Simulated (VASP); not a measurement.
## SbHW31S64 (a cell with a defect): single point with PBE

System: SbHW31S64 (a cell with a defect).

```xyz
97
Lattice="12.5083 0.0000 0.0000 -6.2542 10.8325 0.0000 0.0000 0.0000 12.1648" Properties=species:S:1:pos:R:3 pbc="T T T"
W    -0.0062    1.8034    3.0316
W     1.5606    0.8925    9.1250
W    -1.5679    4.5156    3.0364
W    -0.0428    3.5482    9.1208
W    -3.1285    7.2181    3.0459
W    -1.6490    6.3164    9.1395
W    -4.6936    9.9281    3.0411
W    -3.1445    9.0405    9.1246
W     3.1271    1.8032    3.0315
W     4.6793    0.9041    9.1255
W     1.5604    4.5122    3.0328
W     3.1669    3.5477    9.1215
W    -0.0031    7.2207    3.0403
W    -1.5626    9.9290    3.0449
W    -0.0672    9.0901    9.1397
W     6.2536    1.8042    3.0414
W     7.8157    0.9066    9.1293
W     4.6891    4.5157    3.0361
W     6.2601    3.6026    9.1218
W     3.1244    7.2206    3.0400
W     4.7691    6.3161    9.1397
W     1.5608    9.9252    3.0504
W     3.1880    9.0872    9.1400
W     9.3759    1.8045    3.0414
W    10.9514    0.9041    9.1256
W     7.8148    4.5102    3.0430
W     9.3715    3.6027    9.1220
W     6.2499    7.2184    3.0456
W     7.8157    6.3449    9.1144
W     4.6838    9.9292    3.0449
W     6.2650    9.0405    9.1246
S    -0.0167    1.7757    7.5341
S     1.5607    0.8992    1.4589
S    -0.0079    1.7813   10.7176
S     1.5606    0.9062    4.6104
S    -1.5751    4.5192    7.5583
S    -0.0025    3.6111    1.4535
S    -1.5767    4.5044   10.6942
S    -0.0082    3.6054    4.6038
S    -3.1495    7.2364    7.5274
S    -1.5694    6.3219    1.4618
S    -3.1751    7.2380   10.7203
S    -1.5623    6.3187    4.6228
S    -4.6941    9.9362    7.5332
S    -3.1267    9.0241    1.4689
S    -4.6941    9.9359   10.7133
S    -3.1286    9.0268    4.6190
S     3.1387    1.7753    7.5346
S     4.6932    0.8983    1.4614
S     3.1303    1.7804   10.7169
S     4.6871    0.9037    4.6178
S     1.5634    4.4314    7.4882
S     3.1235    3.6109    1.4537
S     1.5641    4.3638   10.7448
S     3.1292    3.6054    4.6034
S    -0.0654    7.2701    7.5736
S     1.5603    6.3194    1.4578
S    -0.1941    7.3207   10.8178
S     1.5603    6.3171    4.6164
S    -1.5923    9.9579    7.5340
S    -0.0019    9.0287    1.4668
S    -1.6055    9.9708   10.7262
S    -0.0058    9.0200    4.6280
S     6.2618    1.8029    7.5408
S     7.8148    0.8963    1.4663
S     6.2587    1.8094   10.7091
S     7.8146    0.9027    4.6232
S     4.6987    4.5186    7.5589
S     6.2549    3.6086    1.4621
S     4.7006    4.5038   10.6940
S     6.2502    3.6094    4.6179
S     3.1790    7.2624    7.5808
S     4.6906    6.3220    1.4617
S     3.3092    7.3142   10.8118
S     4.6833    6.3189    4.6225
S     1.5617    9.9212    7.5762
S     3.1231    9.0288    1.4666
S     1.5615    9.9328   10.6949
S     3.1271    9.0197    4.6280
S     9.3699    1.8030    7.5407
S    10.9364    0.8985    1.4613
S     9.3729    1.8095   10.7094
S    10.9422    0.9039    4.6179
S     7.8161    4.5120    7.5410
S     9.3747    3.6086    1.4620
S     7.8157    4.5163   10.6936
S     9.3788    3.6092    4.6182
S     6.2705    7.2358    7.5281
S     7.8150    6.3174    1.4677
S     6.2963    7.2375   10.7198
S     7.8148    6.3154    4.6224
S     4.7128    9.9565    7.5337
S     6.2481    9.0243    1.4687
S     4.7260    9.9696   10.7264
S     6.2500    9.0267    4.6191
Sb    1.5504    6.4560    9.3571
H     1.5613    3.4561    6.5231
```

| Item | Value |
| --- | --- |
| Program | VASP 6.6.1 |
| Task | single point |
| Functional | PBE |
| Potentials or basis | VASP PAW PBE potentials, release 64 (W_sv, S, Sb, H) |
| Cutoff | 400 eV |
| k mesh | 1 × 1 × 1 |
| Occupations | gaussian, width 0.01 eV |
| Spin | no spin polarisation |

```
Pressure      : 7.6 GPa
Largest force : 0.042 eV/Å
```

Forces in eV/Å, atoms in the order of the input:
```
W    0.005 -0.002 -0.007
W    0.001  0.006  0.005
W   -0.011  0.004 -0.009
W    0.004  0.008  0.006
W   -0.004  0.003  0.001
W    0.002 -0.007  0.003
W    0.001 -0.008  0.004
W   -0.015  0.023 -0.005
W    0.005  0.000 -0.008
W   -0.024 -0.008 -0.005
W    0.002  0.016 -0.018
W   -0.004 -0.003  0.005
W   -0.006  0.003  0.002
W    0.001 -0.001  0.009
W    0.013  0.020  0.010
W   -0.001 -0.002  0.001
W   -0.004  0.010 -0.007
W    0.005  0.004 -0.007
W    0.003 -0.007 -0.003
W   -0.004  0.002  0.004
W    0.003 -0.013 -0.001
W   -0.003 -0.007  0.006
W   -0.007  0.025  0.009
W   -0.001 -0.008  0.001
W    0.033 -0.015 -0.005
W   -0.002 -0.007 -0.002
W   -0.011 -0.008 -0.005
W   -0.002 -0.001  0.004
W   -0.003  0.022 -0.001
W    0.001 -0.004  0.007
W    0.012  0.016 -0.002
S    0.009 -0.002 -0.014
S   -0.002  0.001  0.005
S   -0.002 -0.001  0.012
S   -0.001  0.005 -0.003
S    0.012  0.011  0.005
S   -0.004 -0.004  0.004
S   -0.003  0.003 -0.008
S    0.002  0.001  0.006
S    0.007 -0.003 -0.007
S    0.000  0.000  0.004
S   -0.001 -0.008  0.008
S    0.003 -0.002 -0.002
S    0.002 -0.006 -0.003
S   -0.003 -0.001 -0.004
S    0.003 -0.003  0.003
S   -0.002 -0.003  0.001
S   -0.006  0.000 -0.016
S    0.001  0.003  0.000
S    0.001 -0.004  0.016
S    0.000  0.004 -0.002
S   -0.012 -0.014 -0.038
S    0.003 -0.003 -0.001
S   -0.001  0.018 -0.017
S    0.000  0.001  0.008
S    0.025 -0.027 -0.001
S    0.002  0.001 -0.007
S    0.003 -0.008  0.007
S    0.005 -0.011  0.008
S    0.003 -0.008 -0.014
S    0.005  0.000 -0.003
S   -0.003 -0.001  0.012
S    0.005 -0.003  0.000
S    0.006 -0.001  0.003
S    0.000  0.002  0.002
S    0.003  0.001  0.005
S    0.002  0.005 -0.003
S   -0.005  0.009  0.001
S    0.001 -0.002 -0.003
S    0.009  0.002 -0.006
S    0.005  0.000  0.005
S   -0.019 -0.032 -0.012
S    0.001  0.002 -0.001
S   -0.012 -0.008  0.018
S    0.000 -0.002  0.001
S   -0.006  0.000  0.019
S   -0.002 -0.003 -0.003
S   -0.004  0.001 -0.011
S   -0.004 -0.003  0.000
S   -0.009  0.001  0.010
S   -0.004  0.002  0.003
S   -0.005  0.002 -0.001
S    0.000  0.003 -0.005
S   -0.002 -0.003  0.003
S   -0.002 -0.001  0.000
S    0.003 -0.004  0.006
S   -0.001  0.002  0.003
S   -0.002 -0.001 -0.010
S   -0.002  0.003  0.000
S    0.001 -0.006  0.011
S   -0.001  0.002  0.002
S   -0.002 -0.005 -0.012
S    0.000 -0.001 -0.004
S    0.005  0.000  0.012
S    0.000 -0.002  0.001
Sb   0.000  0.027 -0.015
H    0.002  0.010  0.031
```

Stress tensor (GPa, compression positive):
```
 8.83 -0.02  0.00
-0.02  8.81  0.06
 0.00  0.06  5.25
```

Levels at points of the mesh, in eV from the Fermi level:
| k point | band 408 | band 409 | band 410 | band 411 | band 412 | band 413 | band 414 | band 415 | band 416 | band 417 |
| --- | --- | --- | --- | --- | --- | --- | --- | --- | --- | --- |
| (0.00, 0.00, 0.00) | -1.21 | -0.61 | -0.40 | -0.36 | -0.05 | 0.16 | 1.11 | 1.19 | 1.24 | 1.25 |

Wall time 39 min on 1 thread of Intel Xeon 8259CL, with other jobs on the host, peak memory 1.2 GiB.

Caveat: the k points lie up to 0.58 Å⁻¹ apart; spin-orbit coupling is left out, which moves the levels of the heavy elements.
